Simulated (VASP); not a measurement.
# Hf (Fm-3m) in VASP: relaxation of cell and atoms with PBEsol+D4

Aim: the relaxation of cell and atoms of Hf with PBEsol+D4.

All numbers are computed with VASP 6.6.1; they aren't measurements. Logs are shortened: lines on timing, memory, paths and dates and some standing lists are left out, and cuts for length are marked.

### Step 1. The cell of the first run

Symmetry: Fm-3m, No. 225, cubic system. Conventional cell: a = 4.470 Å, b = 4.470 Å, c = 4.470 Å, α = 90.00°, β = 90.00°, γ = 90.00°. Hf (site symmetry m-3m) has 12 Hf at 3.16 Å within 4.2 Å.

This isn't the form of Hf at room conditions, which is hcp.

### Step 2. Relaxation of cell and atoms, PBEsol+D4

File INCAR:

```
PREC = Accurate ; ENCUT = 500
EDIFF = 1E-7 ; ISMEAR = -1
SIGMA = 0.1 ; LREAL = False
LASPH = True ; NELM = 120
ALGO = Normal ; ISIF = 3
LWAVE = False ; LCHARG = False
GGA = PS ; IVDW = 13
IBRION = 2 ; NSW = 80
EDIFFG = -0.03 ; GGA_COMPAT = False
NELMIN = 4
```

File KPOINTS:

```
regular mesh
0
Gamma
  10 10 10
```

File POSCAR:

```
Hf
1.0
    0.0000000000      2.2350000000      2.2350000000
    2.2350000000      0.0000000000      2.2350000000
    2.2350000000      2.2350000000      0.0000000000
Hf
1
Direct
    0.0000000000      0.0000000000      0.0000000000
```

Potentials or basis: VASP PAW PBE potentials, release 64 (Hf_pv).

Started as:

```bash
$ cat potpaw_PBE.64/Hf_pv/POTCAR > POTCAR
$ mpirun -np 1 vasp_std > vasp.out
```

OUTCAR:

```text
PREC = Accurate
   ENCUT = 500
   EDIFF = 1E-7
   ISMEAR = -1
   LREAL = False
   LASPH = True
   NELM = 120
   ISIF = 3
   GGA = PS
   IVDW = 13
   IBRION = 2
   NSW = 80
   EDIFFG = -0.03
   NELMIN = 4

 ion  position               nearest neighbor table
   1  0.000  0.000  0.000-

  LATTYP: Found a face centered cubic cell.
 ALAT       =     4.4700000000

  Lattice vectors:

 A1 = (   0.0000000000,   2.2350000000,   2.2350000000)
 A2 = (   2.2350000000,   0.0000000000,   2.2350000000)
 A3 = (   2.2350000000,   2.2350000000,   0.0000000000)

Analysis of symmetry for initial positions (statically):
=====================================================================
 Subroutine PRICEL returns:
 Original cell was already a primitive cell.

 Routine SETGRP: Setting up the symmetry group for a
 face centered cubic supercell.

 Subroutine GETGRP returns: Found 48 space group operations
 (whereof 48 operations were pure point group operations)
 out of a pool of 48 trial point group operations.

The static configuration has the point symmetry O_h .

Analysis of symmetry for dynamics (positions and initial velocities):
=====================================================================
 Subroutine PRICEL returns:
 Original cell was already a primitive cell.

 Routine SETGRP: Setting up the symmetry group for a
 face centered cubic supercell.

 Subroutine GETGRP returns: Found 48 space group operations
 (whereof 48 operations were pure point group operations)
 out of a pool of 48 trial point group operations.

The dynamic configuration has the point symmetry O_h .

 Subroutine INISYM returns: Found 48 space group operations
 (whereof 48 operations are pure point group operations),
 and found     1 'primitive' translations

----------------------------------------------------------------------------------------

                                     Primitive cell

  volume of cell :      22.3287

  direct lattice vectors                    reciprocal lattice vectors
     0.000000000  2.235000000  2.235000000    -0.223713647  0.223713647  0.223713647
     2.235000000  0.000000000  2.235000000     0.223713647 -0.223713647  0.223713647
     2.235000000  2.235000000  0.000000000     0.223713647  0.223713647 -0.223713647

  length of vectors
     3.160767312  3.160767312  3.160767312     0.387483402  0.387483402  0.387483402

  position of ions in fractional coordinates (direct lattice)
     0.000000000  0.000000000  0.000000000

  ion indices of the primitive-cell ions
   primitive index   ion index
                 1           1

----------------------------------------------------------------------------------------

 KPOINTS: regular mesh

Automatic generation of k-mesh.
 Grid dimensions read from file:
 generate k-points for:   10   10   10

 Generating k-lattice:

  Cartesian coordinates                     Fractional coordinates (reciprocal lattice)
    -0.022371365  0.022371365  0.022371365     0.100000000  0.000000000  0.000000000
     0.022371365 -0.022371365  0.022371365     0.000000000  0.100000000  0.000000000
     0.022371365  0.022371365 -0.022371365     0.000000000  0.000000000  0.100000000

  Length of vectors
     0.038748340  0.038748340  0.038748340

  Shift w.r.t. Gamma in fractional coordinates (k-lattice)
     0.000000000  0.000000000  0.000000000

 Subroutine IBZKPT returns following result:
 ===========================================

 Found     47 irreducible k-points:

 Following reciprocal coordinates:
            Coordinates               Weight
  0.000000  0.000000  0.000000      1.000000
  0.100000  0.000000  0.000000      8.000000
  0.200000  0.000000  0.000000      8.000000
  0.300000  0.000000  0.000000      8.000000
  0.400000  0.000000  0.000000      8.000000
  0.500000  0.000000  0.000000      4.000000
[... 16 lines left out ...]
  0.300000  0.300000  0.000000      6.000000
  0.400000  0.300000  0.000000     24.000000
 [... further k-points ...]
   k-points           NKPTS =     47   k-points in BZ     NKDIM =     47   number of bands    NBANDS=      9
   number of dos      NEDOS =    301   number of ions     NIONS =      1
   total plane-waves  NPLWV =  13824
   dimension x,y,z NGX =    24 NGY =   24 NGZ =   24
   dimension x,y,z NGXF=    48 NGYF=   48 NGZF=   48
   ions per type =               1
   NGX,Y,Z   is equivalent  to a cutoff of  12.62, 12.62, 12.62 a.u.
   NGXF,Y,Z  is equivalent  to a cutoff of  25.25, 25.25, 25.25 a.u.
 SYSTEM =  unknown system
   PREC   = accura    normal or accurate (medium, high low for compatibility)
   ISTART =      0    job   : 0-new  1-cont  2-samecut
   ICHARG =      2    charge: 1-file 2-atom 10-const
   ISPIN  =      1    spin polarized calculation?
   LNONCOLLINEAR =      F non collinear calculations
   LSORBIT =      F    spin-orbit coupling
   LASPH  =      T    aspherical Exc in radial PAW
   ENCUT  =  500.0 eV  36.75 Ry    6.06 a.u.   5.76  5.76  5.76*2*pi/ulx,y,z
   NELM   =    120;   NELMIN=  4; NELMDL= -5     # of ELM steps
   EDIFF  = 0.1E-06   stopping-criterion for ELM
   LREAL  =      F    real-space projection
   EDIFFG = -.3E-01   stopping-criterion for IOM
   NSW    =     80    number of steps for IOM
   IBRION =      2    ionic relax: 0-MD 1-quasi-New 2-CG
   NFREE  =      1    steps in history (QN), initial steepest desc. (CG)
   ISIF   =      3    stress and relaxation
   ISYM   =      2    0-nonsym 1-usesym 2-fastsym
   POTIM  = 0.5000    time-step for ionic-motion
   TEBEG  =    0.0;   TEEND  =   0.0 temperature during run
   PSTRESS=    0.0 pullay stress
   NELECT =      10.0000    total number of electrons
   NUPDOWN=      -1.0000    fix difference up-down
   EMIN   =  10.00;   EMAX   =-10.00  energy-range for DOS
   EFERMI =   0.00;   METHOD = LEGACY
   ISMEAR =    -1;   SIGMA  =   0.10  broadening in eV -4-tet -1-fermi 0-gaus
   EFERMI_NEDOS =   21; number of points for ismear=-14 and -15
   IALGO  =     38    algorithm
   IMIX   =      4    mixing-type and parameters
     AMIX     =   0.40;   BMIX     =  1.00
     AMIX_MAG =   1.60;   BMIX_MAG =  1.00
  volume/ion in A,a.u.               =      22.33       150.68
  Fermi-wavevector in a.u.,A,eV,Ry     =   1.252528  2.366934 21.345165  1.568825
  Thomas-Fermi vector in A             =   2.386424
   LORBIT       =      0    0 simple, 1 ext, 2 COOP (PROOUT), +10 PAW based schemes
   GGA     = PS    functional components
   LHFCALC =     F    Hartree Fock is set to
   AEXX    =    0.0000 exact exchange contribution
   IVDW    =    13    specifies the selected vdW correction
   LEPSILON=     F    determine dielectric tensor
   LRPA    =     F    only Hartree local field effects (RPA)
 conjugate gradient relaxation of ions
 non-spin polarized calculation
  energy-cutoff  :      500.00
  volume of cell :       22.33
 maximum number of plane-waves:       588
   NGX = 11   NGY = 11   NGZ = 11

--------------------------------------- Ionic step        1  -------------------------------------------

 number of electron      10.0000000 magnetization

 number of electron       9.9999999 magnetization

 Free energy of the ion-electron system (eV)
  ---------------------------------------------------
  ext. energy  EPLUGINS =         0.00000000
  ---------------------------------------------------
  free energy    TOTEN  =       -10.44886981 eV

  energy without entropy =      -10.39962678  energy(sigma->0) =      -10.42424830

------------------------ aborting loop because EDIFF is reached ----------------------------------------

  DFT-D4 for vdW energy calculation

  Edisp (eV):   -0.12260

  FORCE on cell =-STRESS in cart. coord.  units (eV):
  Direction    XX          YY          ZZ          XY          YZ          ZX
  --------------------------------------------------------------------------------------
  -------------------------------------------------------------------------------------
  Total      -0.65514    -0.65514    -0.65514    -0.00000    -0.00000     0.00000
  in kB     -47.00918   -47.00918   -47.00918    -0.00000    -0.00000     0.00000
  external pressure =      -47.01 kB  Pullay stress =        0.00 kB

 VOLUME and BASIS-vectors are now :
 -----------------------------------------------------------------------------
  energy-cutoff  :      500.00
  volume of cell :       22.33
      direct lattice vectors                 reciprocal lattice vectors
     0.000000000  2.235000000  2.235000000    -0.223713647  0.223713647  0.223713647
     2.235000000  0.000000000  2.235000000     0.223713647 -0.223713647  0.223713647
     2.235000000  2.235000000  0.000000000     0.223713647  0.223713647 -0.223713647
[... 40 lines left out ...]
 POSITION                                       TOTAL-FORCE (eV/Angst)
 -----------------------------------------------------------------------------------
      4.32872      4.32872      4.32872         0.000000      0.000000     -0.000000
 -----------------------------------------------------------------------------------
    total drift:                               -0.000000     -0.000000      0.000000

  FREE ENERGIE OF THE ION-ELECTRON SYSTEM (eV)
  ---------------------------------------------------
  free  energy   TOTEN  =       -10.5670033682 eV

  energy  without entropy=      -10.5240375468  energy(sigma->0) =      -10.54552046

--------------------------------------- Ionic step        3  -------------------------------------------

 number of electron      10.0000001 magnetization

 Free energy of the ion-electron system (eV)
  ---------------------------------------------------
  ext. energy  EPLUGINS =         0.00000000
  ---------------------------------------------------
  free energy    TOTEN  =       -10.45853660 eV

  energy without entropy =      -10.41263670  energy(sigma->0) =      -10.43558665

 E-fermi :   4.9154     XC(G=0): -11.6099

 val. band max:        4.9038914328   @ k =   0.3000   0.0000   0.0000
 cond. band min:       4.9162606457   @ k =  -0.2000   0.1000   0.0000
 fundamental gap:      0.0123692129
 Fermi energy:         4.9154079924

 k-point     1 :       0.0000    0.0000    0.0000
  band No.  band energies     occupation
      1     -24.8741      2.00000
      2     -24.8741      2.00000
      3     -24.8741      2.00000
      4      -2.4656      2.00000
      5       6.3221      0.00000
      6       6.3221      0.00000
      7       6.3221      0.00000
      8       9.2788      0.00000
      9       9.2788      0.00000

 k-point     2 :       0.1000    0.0000    0.0000
  band No.  band energies     occupation
      1     -24.9722      2.00000
      2     -24.8863      2.00000
      3     -24.8863      2.00000
      4      -2.0993      2.00000
      5       5.9669      0.00005
      6       6.4901      0.00000
      7       6.4901      0.00000
      8       9.0986      0.00000
      9       9.0986      0.00000
[... 253 lines left out ...]
 k-point    24 :       0.4000    0.3000    0.0000
  band No.  band energies     occupation
      1     -25.6082      2.00000
      2     -25.1700      2.00000
      3     -25.1387      2.00000
      4       1.5257      2.00000
      5       3.2859      2.00000
      6       5.8233      0.00023
      7       9.1750      0.00000
      8      10.2437      0.00000
      9      11.3938      0.00000

 [... further k-points ...]

------------------------ aborting loop because EDIFF is reached ----------------------------------------

  DFT-D4 for vdW energy calculation

  Edisp (eV):   -0.12808

  FORCE on cell =-STRESS in cart. coord.  units (eV):
  Direction    XX          YY          ZZ          XY          YZ          ZX
  --------------------------------------------------------------------------------------
  -------------------------------------------------------------------------------------
  Total      -0.00638    -0.00638    -0.00638     0.00000    -0.00000     0.00000
  in kB      -0.47932    -0.47932    -0.47932     0.00000    -0.00000     0.00000
  external pressure =       -0.48 kB  Pullay stress =        0.00 kB

 VOLUME and BASIS-vectors are now :
 -----------------------------------------------------------------------------
  energy-cutoff  :      500.00
  volume of cell :       21.34
      direct lattice vectors                 reciprocal lattice vectors
    -0.000000000  2.201552701  2.201552701    -0.227112437  0.227112437  0.227112437
     2.201552701 -0.000000000  2.201552701     0.227112437 -0.227112437  0.227112437
     2.201552701  2.201552701 -0.000000000     0.227112437  0.227112437 -0.227112437

 POSITION                                       TOTAL-FORCE (eV/Angst)
 -----------------------------------------------------------------------------------
      0.00000      0.00000      0.00000        -0.000000     -0.000000     -0.000000
 -----------------------------------------------------------------------------------
    total drift:                               -0.000000     -0.000000     -0.000000

  FREE ENERGIE OF THE ION-ELECTRON SYSTEM (eV)
  ---------------------------------------------------
  free  energy   TOTEN  =       -10.5866144967 eV

  energy  without entropy=      -10.5407146015  energy(sigma->0) =      -10.56366455

 reached required accuracy - stopping structural energy minimisation
```

Wall time 58 s (1 thread of AMD EPYC 7R43 (Zen 3), shared host); peak memory 0.11 GiB.

What came out:

* Free energy: -10.5866 eV
* Relaxed volume: 21.34 Å³/atom
* Relaxed cell: a = 3.113 Å, b = 3.113 Å, c = 3.113 Å, α = 60.00°, β = 60.00°, γ = 60.00°
* Space group after relaxing (to 0.1 Å): Fm-3m (No. 225)
* Energy gained by relaxing: 15.1 meV/atom
* Ionic steps: 3
* Pressure after relaxing: 0.0 GPa
* Band gap on the k mesh: zero (bands 5 and 6 overlap by 1.81 eV)
* Dispersion energy per atom: -0.128 eV

The path:
```
step  energy change (eV)  largest force (eV/Å)  pressure (GPa)  volume (Å³)
   1              0.0000                0.0000           -4.70        22.33
   2              0.0045                0.0000            6.20        20.28
   3             -0.0151                0.0000           -0.05        21.34
```

Final structure:
```cif
data_structure
_symmetry_space_group_name_H-M 'P 1'
_symmetry_Int_Tables_number 1
_cell_length_a 3.1135
_cell_length_b 3.1135
_cell_length_c 3.1135
_cell_angle_alpha 60.000
_cell_angle_beta 60.000
_cell_angle_gamma 60.000
_cell_volume 21.34
loop_
_atom_site_label
_atom_site_type_symbol
_atom_site_fract_x
_atom_site_fract_y
_atom_site_fract_z
_atom_site_occupancy
Hf1 Hf 0.00000 0.00000 0.00000 1
```

Levels at points of the mesh, in eV from the Fermi level:
```csv
k point,band 1,band 2,band 3,band 4,band 5,band 6,band 7,band 8,band 9
"(0.00, 0.00, 0.00)",-29.79,-29.79,-29.79,-7.38,1.41,1.41,1.41,4.36,4.36
"(0.50, 0.00, 0.00)",-30.75,-29.92,-29.92,-3.79,0.77,1.16,1.16,6.64,6.64
"(0.50, 0.50, 0.00)",-30.69,-30.13,-30.13,-3.47,-2.31,2.80,6.64,7.32,7.32
```

Caveat: the PAW data sets were made with another functional, which shifts forces and pressure a little; spin-orbit coupling is left out, which moves the levels of the heavy elements.
